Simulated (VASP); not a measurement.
# HgPt (P4/mmm) in VASP: single point with LDA

Aim: the single point of HgPt with LDA.

Program: VASP 6.6.1. These are calculated values, not measurements. Logs are shortened: lines on timing, memory, paths and dates and some standing lists are left out, and cuts for length are marked.

## (1) The cell of the first run

Symmetry: P4/mmm, No. 123, tetragonal system. Conventional cell: a = 2.971 Å, b = 2.971 Å, c = 3.825 Å, α = 90.00°, β = 90.00°, γ = 90.00°. Within 3.7 Å of Hg (site symmetry 4/mmm) lie 8 Pt at 2.84 Å and 4 Hg at 2.97 Å. Pt (site symmetry 4/mmm) has 8 Hg at 2.84 Å and 4 Pt at 2.97 Å within 3.7 Å.

## (2) Single point, LDA

INCAR

```
SYSTEM = HgPt
PREC = Accurate ; ENCUT = 520
EDIFF = 1E-7 ; ISMEAR = -1
SIGMA = 0.03 ; LREAL = .FALSE.
LASPH = .TRUE. ; NELM = 100
ALGO = Normal ; ISIF = 2
LWAVE = .FALSE. ; LCHARG = .TRUE.
GGA = CA ; LELF = .TRUE.
LVHAR = .TRUE. ; NBANDS = 18
```

KPOINTS

```
Automatic mesh
0
G
  12 12 10
  0 0 0
```

POSCAR

```
HgPt
1.0
    2.9710000000      0.0000000000      0.0000000000
    0.0000000000      2.9710000000      0.0000000000
    0.0000000000      0.0000000000      3.8250000000
Hg Pt
1 1
Direct
    0.0000000000      0.0000000000      0.0000000000
    0.5000000000      0.5000000000      0.5000000000
```

Potentials or basis: VASP PAW LDA potentials, release 64 (Hg, Pt).

Started as:

```
> cat potpaw_LDA.64/Hg/POTCAR potpaw_LDA.64/Pt/POTCAR > POTCAR
> mpirun -np 1 vasp_std > vasp.out
```

OUTCAR:

```text
SYSTEM = HgPt
   PREC = Accurate
   ENCUT = 520
   EDIFF = 1E-7
   ISMEAR = -1
   LREAL = .FALSE.
   LASPH = .TRUE.
   NELM = 100
   ISIF = 2
   GGA = CA

 ion  position               nearest neighbor table
   1  0.000  0.000  0.000-   2 2.84   2 2.84   2 2.84   2 2.84   2 2.84   2 2.84   2 2.84   2 2.84

   2  0.500  0.500  0.500-   1 2.84   1 2.84   1 2.84   1 2.84   1 2.84   1 2.84   1 2.84   1 2.84

  LATTYP: Found a simple tetragonal cell.
 ALAT       =     2.9710000000
 C/A-ratio  =     1.2874453046

  Lattice vectors:

 A1 = (   2.9710000000,   0.0000000000,   0.0000000000)
 A2 = (   0.0000000000,   2.9710000000,   0.0000000000)
 A3 = (   0.0000000000,   0.0000000000,   3.8250000000)

Analysis of symmetry for initial positions (statically):
=====================================================================
 Subroutine PRICEL returns:
 Original cell was already a primitive cell.

 Routine SETGRP: Setting up the symmetry group for a
 simple tetragonal supercell.

 Subroutine GETGRP returns: Found 16 space group operations
 (whereof 16 operations were pure point group operations)
 out of a pool of 16 trial point group operations.

The static configuration has the point symmetry D_4h.

Analysis of symmetry for dynamics (positions and initial velocities):
=====================================================================
 Subroutine PRICEL returns:
 Original cell was already a primitive cell.

 Routine SETGRP: Setting up the symmetry group for a
 simple tetragonal supercell.

 Subroutine GETGRP returns: Found 16 space group operations
 (whereof 16 operations were pure point group operations)
 out of a pool of 16 trial point group operations.

The dynamic configuration has the point symmetry D_4h.

 Subroutine INISYM returns: Found 16 space group operations
 (whereof 16 operations are pure point group operations),
 and found     1 'primitive' translations

----------------------------------------------------------------------------------------

                                     Primitive cell

  volume of cell :      33.7627

  direct lattice vectors                    reciprocal lattice vectors
     2.971000000  0.000000000  0.000000000     0.336587008  0.000000000  0.000000000
     0.000000000  2.971000000  0.000000000     0.000000000  0.336587008  0.000000000
     0.000000000  0.000000000  3.825000000     0.000000000  0.000000000  0.261437908

  length of vectors
     2.971000000  2.971000000  3.825000000     0.336587008  0.336587008  0.261437908

  position of ions in fractional coordinates (direct lattice)
     0.000000000  0.000000000  0.000000000
     0.500000000  0.500000000  0.500000000

  ion indices of the primitive-cell ions
   primitive index   ion index
                 1           1
                 2           2

----------------------------------------------------------------------------------------

 KPOINTS: Automatic mesh

Automatic generation of k-mesh.
 Grid dimensions read from file:
 generate k-points for:   12   12   10

 Generating k-lattice:

  Cartesian coordinates                     Fractional coordinates (reciprocal lattice)
     0.028048917  0.000000000  0.000000000     0.083333333  0.000000000  0.000000000
     0.000000000  0.028048917  0.000000000     0.000000000  0.083333333  0.000000000
     0.000000000  0.000000000  0.026143791     0.000000000  0.000000000  0.100000000

  Length of vectors
     0.028048917  0.028048917  0.026143791

  Shift w.r.t. Gamma in fractional coordinates (k-lattice)
     0.000000000  0.000000000  0.000000000

 Subroutine IBZKPT returns following result:
 ===========================================

 Found    168 irreducible k-points:

 Following reciprocal coordinates:
            Coordinates               Weight
  0.000000  0.000000  0.000000      1.000000
  0.083333  0.000000  0.000000      4.000000
  0.166667  0.000000  0.000000      4.000000
  0.250000  0.000000  0.000000      4.000000
  0.333333  0.000000  0.000000      4.000000
  0.416667  0.000000  0.000000      4.000000
[... 16 lines left out ...]
  0.333333  0.333333  0.000000      4.000000
  0.416667  0.333333  0.000000      8.000000
 [... further k-points ...]
   k-points           NKPTS =    168   k-points in BZ     NKDIM =    168   number of bands    NBANDS=     18
   number of dos      NEDOS =    301   number of ions     NIONS =      2
   total plane-waves  NPLWV =  16128
   dimension x,y,z NGX =    24 NGY =   24 NGZ =   28
   dimension x,y,z NGXF=    48 NGYF=   48 NGZF=   56
   ions per type =               1   1
   NGX,Y,Z   is equivalent  to a cutoff of  13.43, 13.43, 12.17 a.u.
   NGXF,Y,Z  is equivalent  to a cutoff of  26.86, 26.86, 24.34 a.u.
 SYSTEM =  HgPt
   PREC   = accura    normal or accurate (medium, high low for compatibility)
   ISTART =      0    job   : 0-new  1-cont  2-samecut
   ICHARG =      2    charge: 1-file 2-atom 10-const
   ISPIN  =      1    spin polarized calculation?
   LNONCOLLINEAR =      F non collinear calculations
   LSORBIT =      F    spin-orbit coupling
   LASPH  =      T    aspherical Exc in radial PAW
   ENCUT  =  520.0 eV  38.22 Ry    6.18 a.u.   5.52  5.52  7.11*2*pi/ulx,y,z
   NELM   =    100;   NELMIN=  2; NELMDL= -5     # of ELM steps
   EDIFF  = 0.1E-06   stopping-criterion for ELM
   LREAL  =      F    real-space projection
   EDIFFG = 0.1E-05   stopping-criterion for IOM
   NSW    =      0    number of steps for IOM
   IBRION =     -1    ionic relax: 0-MD 1-quasi-New 2-CG
   NFREE  =      0    steps in history (QN), initial steepest desc. (CG)
   ISIF   =      2    stress and relaxation
   ISYM   =      2    0-nonsym 1-usesym 2-fastsym
   POTIM  = 0.5000    time-step for ionic-motion
   TEBEG  =    0.0;   TEEND  =   0.0 temperature during run
   PSTRESS=    0.0 pullay stress
   NELECT =      22.0000    total number of electrons
   NUPDOWN=      -1.0000    fix difference up-down
   EMIN   =  10.00;   EMAX   =-10.00  energy-range for DOS
   EFERMI =   0.00;   METHOD = LEGACY
   ISMEAR =    -1;   SIGMA  =   0.03  broadening in eV -4-tet -1-fermi 0-gaus
   EFERMI_NEDOS =   21; number of points for ismear=-14 and -15
   IALGO  =     38    algorithm
   IMIX   =      4    mixing-type and parameters
     AMIX     =   0.40;   BMIX     =  1.00
     AMIX_MAG =   1.60;   BMIX_MAG =  1.00
  volume/ion in A,a.u.               =      16.88       113.92
  Fermi-wavevector in a.u.,A,eV,Ry     =   1.419287  2.682063 27.407233  2.014375
  Thomas-Fermi vector in A             =   2.540323
   LORBIT       =      0    0 simple, 1 ext, 2 COOP (PROOUT), +10 PAW based schemes
   GGA     = CA    functional components
   LHFCALC =     F    Hartree Fock is set to
   AEXX    =    0.0000 exact exchange contribution
   IVDW    =     0    specifies the selected vdW correction
   LEPSILON=     F    determine dielectric tensor
   LRPA    =     F    only Hartree local field effects (RPA)
 non-spin polarized calculation
  energy-cutoff  :      520.00
  volume of cell :       33.76
 maximum number of plane-waves:       942
 NGX is ok and might be reduce to    24
   NGX = 11   NGY = 11   NGZ = 15

 number of electron      21.9999995 magnetization

 Free energy of the ion-electron system (eV)
  ---------------------------------------------------
  ext. energy  EPLUGINS =         0.00000000
  ---------------------------------------------------
  free energy    TOTEN  =        -8.53258606 eV

  energy without entropy =       -8.53076165  energy(sigma->0) =       -8.53167385

 E-fermi :   7.3257     XC(G=0): -13.0354

 val. band max:        7.3078418336   @ k =   0.5000   0.5000   0.5000
 cond. band min:       7.3816554705   @ k =   0.3333   0.0833   0.4000
 fundamental gap:      0.0738136369
 Fermi energy:         7.3257472094

 k-point     1 :       0.0000    0.0000    0.0000
  band No.  band energies     occupation
      1      -3.3465      2.00000
      2      -1.4799      2.00000
      3      -1.2842      2.00000
      4       0.2410      2.00000
      5       0.2410      2.00000
      6       0.8959      2.00000
[... 10 lines left out ...]
     17      23.2165      0.00000
     18      25.3287      0.00000

 k-point     2 :       0.0833    0.0000    0.0000
  band No.  band energies     occupation
      1      -3.1926      2.00000
      2      -1.4124      2.00000
      3      -1.2105      2.00000
      4       0.1874      2.00000
      5       0.2671      2.00000
      6       0.8467      2.00000
[... 10 lines left out ...]
     17      23.5937      0.00000
     18      24.6616      0.00000

 k-point     3 :       0.1667    0.0000    0.0000
  band No.  band energies     occupation
      1      -2.7516      2.00000
      2      -1.2520      2.00000
      3      -0.9642      2.00000
      4       0.0439      2.00000
      5       0.3399      2.00000
      6       0.7149      2.00000
[... 10 lines left out ...]
     17      22.9575      0.00000
     18      24.2819      0.00000

 k-point     4 :       0.2500    0.0000    0.0000
  band No.  band energies     occupation
      1      -2.1073      2.00000
      2      -1.0243      2.00000
      3      -0.5484      2.00000
      4      -0.1453      2.00000
      5       0.4436      2.00000
      6       0.5405      2.00000
[... 375 lines left out ...]
      4      -0.3951      2.00000
      5       0.2120      2.00000
      6       3.3311      2.00000
[... 10 lines left out ...]
     17      18.2019      0.00000
     18      19.2565      0.00000

 k-point    23 :       0.3333    0.3333    0.0000
  band No.  band energies     occupation
      1      -1.2360      2.00000
      2      -0.7543      2.00000
      3      -0.5615      2.00000
      4      -0.5287      2.00000
      5       0.5810      2.00000
      6       1.9158      2.00000
[... 10 lines left out ...]
     17      19.6534      0.00000
     18      20.1241      0.00000

 k-point    24 :       0.4167    0.3333    0.0000
  band No.  band energies     occupation
      1      -1.3852      2.00000
      2      -0.8795      2.00000
      3      -0.7019      2.00000
      4      -0.5948      2.00000
      5       0.8723      2.00000
      6       2.8173      2.00000
[... 10 lines left out ...]
     17      18.7960      0.00000
     18      19.1009      0.00000

 [... further k-points ...]
[... 5 lines left out ...]
  --------------------------------------------------------------------------------------
  -------------------------------------------------------------------------------------
  Total        0.0226968      0.0226968      0.1865964      0.0000000      0.0000000      0.0000000
  in kB        1.0770542      1.0770542      8.8547676      0.0000000      0.0000000      0.0000000
  external PRESSURE =       3.6696253 kB  Pullay stress =       0.0000000 kB

 VOLUME and BASIS-vectors are now :
 -----------------------------------------------------------------------------
  energy-cutoff  :      520.00
  volume of cell :       33.76
      direct lattice vectors                 reciprocal lattice vectors
     2.971000000  0.000000000  0.000000000     0.336587008  0.000000000  0.000000000
     0.000000000  2.971000000  0.000000000     0.000000000  0.336587008  0.000000000
     0.000000000  0.000000000  3.825000000     0.000000000  0.000000000  0.261437908

 POSITION                                       TOTAL-FORCE (eV/Angst)
 -----------------------------------------------------------------------------------
      0.00000      0.00000      0.00000         0.000000      0.000000      0.000000
      1.48550      1.48550      1.91250         0.000000      0.000000      0.000000
 -----------------------------------------------------------------------------------
    total drift:                                0.000000      0.000000     -0.000000

  FREE ENERGIE OF THE ION-ELECTRON SYSTEM (eV)
  ---------------------------------------------------
  free  energy   TOTEN  =        -8.5325860571 eV

  energy  without entropy=       -8.5307616450  energy(sigma->0) =       -8.53167385
```

It took 26 s on 1 thread of Intel Xeon 6975P-C (Granite Rapids), shared host; peak memory 0.22 GiB.

Results:

```
Free energy            : -8.5326 eV
Pressure               : 0.4 GPa
Band gap on the k mesh : zero (band 11 reaches 9.71 eV, above the bottom of band 12 at 5.96 eV)
```

Caveat: spin-orbit coupling is left out, which moves the levels of the heavy elements.
